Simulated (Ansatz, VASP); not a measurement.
One calculation of C, two programs

Contents of INCAR:

```
  ALGO = Normal
  EDIFF = 1E-7
  ENCUT = 520
  GGA = PE
  ISIF = 2
  ISMEAR = 0
  IVDW = 12
  LASPH = True
  LCHARG = False
  LREAL = False
  LWAVE = False
  NBANDS = 11
  NELM = 100
  PREC = Accurate
  SIGMA = 0.05
```

KPOINTS

```
k-points
0
Gamma
  15 15 15
```

File POSCAR:

```
C
1.0
    1.2324809262      0.7115731945      3.3609366220
   -1.2324809262      0.7115731945      3.3609366220
    0.0000000000     -1.4231463891      3.3609366220
C
2
Direct
    0.1501917146      0.1501917146      0.1923518188
    0.8498082854      0.8498082854      0.8076481812
```

Input for Ansatz:

```yaml
crystal:
  lattice:
    - [1.2324809262, 0.7115731945, 3.360936622]
    - [-1.2324809262, 0.7115731945, 3.360936622]
    - [0.0, -1.4231463891, 3.360936622]
  atoms:
    - { symbol: C, position: [0.1501917146, 0.1501917146, 0.1923518188] }
    - { symbol: C, position: [0.8498082854, 0.8498082854, 0.8076481812] }
basis:
  ecutwfc: 520.0
kpoints:
  mp_grid: { grid: [15, 15, 15] }
hamiltonian:
  xc: pbe
  pseudopotentials: { kind: paw, azcp: { folder: soft_1 } }
  dispersion: d3bj
scf:
  occupations: { method: gaussian, width: 0.05 }
output:
  forces: true
  stress: true
  eigenvalues: true
```

Change from the starting cell: mode 4 frozen in at -0.024 Å and mode 6 at -0.060 Å (largest displacements).

Alike in both runs: task single point; functional PBE; dispersion D3(BJ); k mesh 15 × 15 × 15; occupations gaussian, width 0.05 eV; no spin polarisation.

|  | VASP | Ansatz |
| --- | --- | --- |
| version | VASP 6.6.1 | Ansatz 0.2.0 |
| potentials or method | VASP PAW PBE potentials, release 64 (C), cutoff 520 eV | scalar-relativistic, plane waves, PAW |
| valence electrons in the cell | 8 | 8 |

```tsv
	VASP	Ansatz	Ansatz less VASP
gap on the k mesh at the Fermi level (eV)	0.22	0.22	+0.002
least direct gap on the mesh (eV)	0.36	0.36	+0.001
pressure (GPa)	7.7	7.3	-0.36
traceless stress, the component that is largest in VASP (GPa)	19.18	18.75	-0.430
rms of the force components (eV/Å)	4.284	4.274	-0.0099
```

Atom by atom the forces differ by 0.010 eV/Å (rms over components).
